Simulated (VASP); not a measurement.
# W (Pm-3n) in VASP: single point with PBE

Aim: the single point of W with PBE.

Everything below comes from runs of VASP 6.6.1. Logs are shortened: lines on timing, memory, paths and dates and some standing lists are left out, and cuts for length are marked.

## (1) The cell of the first run

Symmetry: Pm-3n, No. 223, cubic system. The conventional cell has a = 5.079 Å, b = 5.079 Å, c = 5.079 Å, α = 90.00°, β = 90.00°, γ = 90.00°. W (site symmetry -4m2) has 14 W at 2.54 to 3.11 Å within 3.4 Å. W (site symmetry m-3) has 12 W at 2.84 Å within 3.7 Å.

## (2) Single point, PBE

File INCAR:

```
ALGO = Fast
EDIFF = 1E-7
ENCUT = 520
GGA = PE
ISIF = 2
ISMEAR = 0
LASPH = True
LCHARG = False
LREAL = False
LWAVE = False
NBANDS = 66
NELM = 80
PREC = Accurate
SIGMA = 0.1
```

File KPOINTS:

```
k-points
0
Gamma
  8 8 8
```

File POSCAR:

```
W
1.0
    5.0786333585      0.0000000000      0.0000000000
    0.0000000000      5.0786333585      0.0000000000
    0.0000000000      0.0000000000      5.0786333585
W
8
Direct
    0.2500000000      0.0000000000      0.5000000000
    0.7500000000      0.0000000000      0.5000000000
    0.0000000000      0.5000000000      0.2500000000
    0.0000000000      0.5000000000      0.7500000000
    0.5000000000      0.7500000000      0.0000000000
    0.5000000000      0.2500000000      0.0000000000
    0.0000000000      0.0000000000      0.0000000000
    0.5000000000      0.5000000000      0.5000000000
```

Potentials or basis: VASP PAW PBE potentials, release 64 (W_sv).

The run is started by

```sh
$ cat potpaw_PBE.64/W_sv/POTCAR > POTCAR
$ mpirun -np 1 vasp_std > vasp.out
```

OUTCAR:

```text
EDIFF = 1E-7
   ENCUT = 520
   GGA = PE
   ISIF = 2
   ISMEAR = 0
   LASPH = True
   LREAL = False
   NELM = 80
   PREC = Accurate

 ion  position               nearest neighbor table
   1  0.250  0.000  0.500-   2 2.54   2 2.54   8 2.84   7 2.84   8 2.84   7 2.84   3 3.11   4 3.11
                             4 3.11   3 3.11   6 3.11   5 3.11   6 3.11   5 3.11
   2  0.750  0.000  0.500-   1 2.54   1 2.54   8 2.84   7 2.84   8 2.84   7 2.84   3 3.11   4 3.11
                             4 3.11   3 3.11   6 3.11   5 3.11   6 3.11   5 3.11
   3  0.000  0.500  0.250-   4 2.54   4 2.54   8 2.84   7 2.84   7 2.84   8 2.84   1 3.11   5 3.11
                             1 3.11   2 3.11   6 3.11   5 3.11   6 3.11   2 3.11
   4  0.000  0.500  0.750-   3 2.54   3 2.54   8 2.84   7 2.84   7 2.84   8 2.84   1 3.11   5 3.11
                             1 3.11   2 3.11   6 3.11   5 3.11   6 3.11   2 3.11
   5  0.500  0.750  0.000-   6 2.54   6 2.54   8 2.84   8 2.84   7 2.84   7 2.84   3 3.11   3 3.11
                             4 3.11   4 3.11   1 3.11   1 3.11   2 3.11   2 3.11
   6  0.500  0.250  0.000-   5 2.54   5 2.54   8 2.84   8 2.84   7 2.84   7 2.84   3 3.11   3 3.11
                             4 3.11   4 3.11   1 3.11   1 3.11   2 3.11   2 3.11
   7  0.000  0.000  0.000-   1 2.84   2 2.84   3 2.84   4 2.84   5 2.84   6 2.84   1 2.84   2 2.84
                             3 2.84   4 2.84   5 2.84   6 2.84
   8  0.500  0.500  0.500-   1 2.84   2 2.84   3 2.84   4 2.84   5 2.84   6 2.84   5 2.84   6 2.84
                             1 2.84   2 2.84   3 2.84   4 2.84

  LATTYP: Found a simple cubic cell.
 ALAT       =     5.0786333585

  Lattice vectors:

 A1 = (   5.0786333585,   0.0000000000,   0.0000000000)
 A2 = (   0.0000000000,   5.0786333585,   0.0000000000)
 A3 = (   0.0000000000,   0.0000000000,   5.0786333585)

Analysis of symmetry for initial positions (statically):
=====================================================================
 Subroutine PRICEL returns:
 Original cell was already a primitive cell.

 Routine SETGRP: Setting up the symmetry group for a
 simple cubic supercell.

 Subroutine GETGRP returns: Found 48 space group operations
 (whereof 24 operations were pure point group operations)
 out of a pool of 48 trial point group operations.

The static configuration has the point symmetry T_h .
 The point group associated with its full space group is O_h .

Analysis of symmetry for dynamics (positions and initial velocities):
=====================================================================
 Subroutine PRICEL returns:
 Original cell was already a primitive cell.

 Routine SETGRP: Setting up the symmetry group for a
 simple cubic supercell.

 Subroutine GETGRP returns: Found 48 space group operations
 (whereof 24 operations were pure point group operations)
 out of a pool of 48 trial point group operations.

The dynamic configuration has the point symmetry T_h .
 The point group associated with its full space group is O_h .

 Subroutine INISYM returns: Found 48 space group operations
 (whereof 24 operations are pure point group operations),
 and found     1 'primitive' translations

----------------------------------------------------------------------------------------

                                     Primitive cell

  volume of cell :     130.9907

  direct lattice vectors                    reciprocal lattice vectors
     5.078633359  0.000000000  0.000000000     0.196903365  0.000000000  0.000000000
     0.000000000  5.078633359  0.000000000     0.000000000  0.196903365  0.000000000
     0.000000000  0.000000000  5.078633359     0.000000000  0.000000000  0.196903365

  length of vectors
     5.078633359  5.078633359  5.078633359     0.196903365  0.196903365  0.196903365

  position of ions in fractional coordinates (direct lattice)
     0.250000000  0.000000000  0.500000000
     0.750000000  0.000000000  0.500000000
     0.000000000  0.500000000  0.250000000
     0.000000000  0.500000000  0.750000000
     0.500000000  0.750000000  0.000000000
     0.500000000  0.250000000  0.000000000
     0.000000000  0.000000000  0.000000000
     0.500000000  0.500000000  0.500000000

  ion indices of the primitive-cell ions
   primitive index   ion index
                 1           1
                 2           2
                 3           3
                 4           4
                 5           5
                 6           6
                 7           7
                 8           8

----------------------------------------------------------------------------------------

 KPOINTS: k-points

Automatic generation of k-mesh.
 Grid dimensions read from file:
 generate k-points for:    8    8    8

 Generating k-lattice:

  Cartesian coordinates                     Fractional coordinates (reciprocal lattice)
     0.024612921  0.000000000  0.000000000     0.125000000  0.000000000  0.000000000
     0.000000000  0.024612921  0.000000000     0.000000000  0.125000000  0.000000000
     0.000000000  0.000000000  0.024612921     0.000000000  0.000000000  0.125000000

  Length of vectors
     0.024612921  0.024612921  0.024612921

  Shift w.r.t. Gamma in fractional coordinates (k-lattice)
     0.000000000  0.000000000  0.000000000

 Subroutine IBZKPT returns following result:
 ===========================================

 Found     35 irreducible k-points:

 Following reciprocal coordinates:
            Coordinates               Weight
  0.000000  0.000000  0.000000      1.000000
  0.125000  0.000000  0.000000      6.000000
  0.250000  0.000000  0.000000      6.000000
  0.375000  0.000000  0.000000      6.000000
  0.500000  0.000000  0.000000      3.000000
  0.125000  0.125000  0.000000     12.000000
[... 16 lines left out ...]
  0.375000  0.375000  0.125000     24.000000
  0.500000  0.375000  0.125000     24.000000
 [... further k-points ...]
   k-points           NKPTS =     35   k-points in BZ     NKDIM =     35   number of bands    NBANDS=     66
   number of dos      NEDOS =    301   number of ions     NIONS =      8
   total plane-waves  NPLWV =  64000
   dimension x,y,z NGX =    40 NGY =   40 NGZ =   40
   dimension x,y,z NGXF=    80 NGYF=   80 NGZF=   80
   ions per type =               8
   NGX,Y,Z   is equivalent  to a cutoff of  13.09, 13.09, 13.09 a.u.
   NGXF,Y,Z  is equivalent  to a cutoff of  26.19, 26.19, 26.19 a.u.
 SYSTEM =  unknown system
   PREC   = accura    normal or accurate (medium, high low for compatibility)
   ISTART =      0    job   : 0-new  1-cont  2-samecut
   ICHARG =      2    charge: 1-file 2-atom 10-const
   ISPIN  =      1    spin polarized calculation?
   LNONCOLLINEAR =      F non collinear calculations
   LSORBIT =      F    spin-orbit coupling
   LASPH  =      T    aspherical Exc in radial PAW
   ENCUT  =  520.0 eV  38.22 Ry    6.18 a.u.   9.44  9.44  9.44*2*pi/ulx,y,z
   NELM   =     80;   NELMIN=  2; NELMDL= -5     # of ELM steps
   EDIFF  = 0.1E-06   stopping-criterion for ELM
   LREAL  =      F    real-space projection
   EDIFFG = 0.1E-05   stopping-criterion for IOM
   NSW    =      0    number of steps for IOM
   IBRION =     -1    ionic relax: 0-MD 1-quasi-New 2-CG
   NFREE  =      0    steps in history (QN), initial steepest desc. (CG)
   ISIF   =      2    stress and relaxation
   ISYM   =      2    0-nonsym 1-usesym 2-fastsym
   POTIM  = 0.5000    time-step for ionic-motion
   TEBEG  =    0.0;   TEEND  =   0.0 temperature during run
   PSTRESS=    0.0 pullay stress
   NELECT =     112.0000    total number of electrons
   NUPDOWN=      -1.0000    fix difference up-down
   EMIN   =  10.00;   EMAX   =-10.00  energy-range for DOS
   EFERMI =   0.00;   METHOD = LEGACY
   ISMEAR =     0;   SIGMA  =   0.10  broadening in eV -4-tet -1-fermi 0-gaus
   EFERMI_NEDOS =   21; number of points for ismear=-14 and -15
   IALGO  =     68    algorithm
   IMIX   =      4    mixing-type and parameters
     AMIX     =   0.40;   BMIX     =  1.00
     AMIX_MAG =   1.60;   BMIX_MAG =  1.00
  volume/ion in A,a.u.               =      16.37       110.50
  Fermi-wavevector in a.u.,A,eV,Ry     =   1.553820  2.936294 32.849306  2.414356
  Thomas-Fermi vector in A             =   2.657995
   LORBIT       =      0    0 simple, 1 ext, 2 COOP (PROOUT), +10 PAW based schemes
   GGA     = PE    functional components
   LHFCALC =     F    Hartree Fock is set to
   AEXX    =    0.0000 exact exchange contribution
   IVDW    =     0    specifies the selected vdW correction
   LEPSILON=     F    determine dielectric tensor
   LRPA    =     F    only Hartree local field effects (RPA)
 non-spin polarized calculation
 RMM-DIIS sequential band-by-band and
 Gauss-broadening in eV      SIGMA  =   0.10
  energy-cutoff  :      520.00
  volume of cell :      130.99
 maximum number of plane-waves:      3575
 NGX is ok and might be reduce to    40
   NGX = 19   NGY = 19   NGZ = 19

 number of electron     111.9999984 magnetization

 Free energy of the ion-electron system (eV)
  ---------------------------------------------------
  ext. energy  EPLUGINS =         0.00000000
  ---------------------------------------------------
  free energy    TOTEN  =      -102.92547138 eV

  energy without entropy =     -102.91539698  energy(sigma->0) =     -102.92043418

 E-fermi :  10.7695     XC(G=0): -13.4437

 val. band max:       10.6997117183   @ k =   0.3750   0.3750   0.1250
 cond. band min:      10.7934968980   @ k =   0.1250   0.1250   0.0000
 fundamental gap:      0.0937851797
 Fermi energy:        10.7695288023

 k-point     1 :       0.0000    0.0000    0.0000
  band No.  band energies     occupation
      1     -63.2991      2.00000
      2     -63.2558      2.00000
      3     -63.2558      2.00000
      4     -63.1212      2.00000
      5     -63.1212      2.00000
      6     -63.1212      2.00000
[... 58 lines left out ...]
     65      12.5581      0.00000
     66      13.6778      0.00000

 k-point     2 :       0.1250    0.0000    0.0000
  band No.  band energies     occupation
      1     -63.2960      2.00000
      2     -63.2567      2.00000
      3     -63.2520      2.00000
      4     -63.1269      2.00000
      5     -63.1212      2.00000
      6     -63.1212      2.00000
[... 1507 lines left out ...]
     65      13.1336      0.00000
     66      13.5760      0.00000

 k-point    24 :       0.5000    0.3750    0.1250
  band No.  band energies     occupation
      1     -63.2619      2.00000
      2     -63.2261      2.00000
      3     -63.1960      2.00000
      4     -63.1930      2.00000
      5     -63.1660      2.00000
      6     -63.1268      2.00000
[... 58 lines left out ...]
     65      13.1738      0.00000
     66      13.5205      0.00000

 [... further k-points ...]
[... 5 lines left out ...]
  --------------------------------------------------------------------------------------
  -------------------------------------------------------------------------------------
  Total        0.4645637      0.4645637      0.4645637      0.0000000      0.0000000      0.0000000
  in kB        5.6821838      5.6821838      5.6821838      0.0000000      0.0000000      0.0000000
  external PRESSURE =       5.6821838 kB  Pullay stress =       0.0000000 kB

 VOLUME and BASIS-vectors are now :
 -----------------------------------------------------------------------------
  energy-cutoff  :      520.00
  volume of cell :      130.99
      direct lattice vectors                 reciprocal lattice vectors
     5.078633359  0.000000000  0.000000000     0.196903365  0.000000000  0.000000000
     0.000000000  5.078633359  0.000000000     0.000000000  0.196903365  0.000000000
     0.000000000  0.000000000  5.078633359     0.000000000  0.000000000  0.196903365

 POSITION                                       TOTAL-FORCE (eV/Angst)
 -----------------------------------------------------------------------------------
      1.26966      0.00000      2.53932        -0.000000      0.000000     -0.000000
      3.80898      0.00000      2.53932         0.000000      0.000000      0.000000
      0.00000      2.53932      1.26966        -0.000000      0.000000     -0.000000
      0.00000      2.53932      3.80898         0.000000     -0.000000      0.000000
      2.53932      3.80898      0.00000         0.000000      0.000000      0.000000
      2.53932      1.26966      0.00000         0.000000     -0.000000     -0.000000
      0.00000      0.00000      0.00000        -0.000000     -0.000000      0.000000
      2.53932      2.53932      2.53932        -0.000000     -0.000000      0.000000
 -----------------------------------------------------------------------------------
    total drift:                                0.000000     -0.000000      0.000000

  FREE ENERGIE OF THE ION-ELECTRON SYSTEM (eV)
  ---------------------------------------------------
  free  energy   TOTEN  =      -102.9254713834 eV

  energy  without entropy=     -102.9153969755  energy(sigma->0) =     -102.92043418
```

Run time: 3.6 min. Hardware: 1 thread of AMD EPYC 9R45 (Zen 5), shared host; peak memory 0.33 GiB.

Results:

```
Free energy            : -102.9255 eV
Pressure               : 0.6 GPa
Band gap on the k mesh : zero (band 56 reaches 11.12 eV, above the bottom of band 57 at 10.31 eV)
```

Levels at points of the mesh, in eV from the Fermi level:
| k point | band 54 | band 55 | band 56 | band 57 | band 58 | band 59 |
| --- | --- | --- | --- | --- | --- | --- |
| (0.00, 0.00, 0.00) | -1.46 | -0.46 | -0.46 | -0.46 | 1.61 | 1.61 |
| (0.50, 0.00, 0.00) | -1.14 | -0.93 | -0.93 | 0.55 | 0.55 | 0.77 |
| (0.50, 0.50, 0.00) | -0.90 | -0.90 | 0.26 | 0.26 | 0.29 | 0.54 |
| (0.50, 0.50, 0.50) | -1.39 | -1.39 | -1.39 | 1.32 | 1.32 | 1.32 |

Caveat: spin-orbit coupling is left out, which moves the levels of the heavy elements.
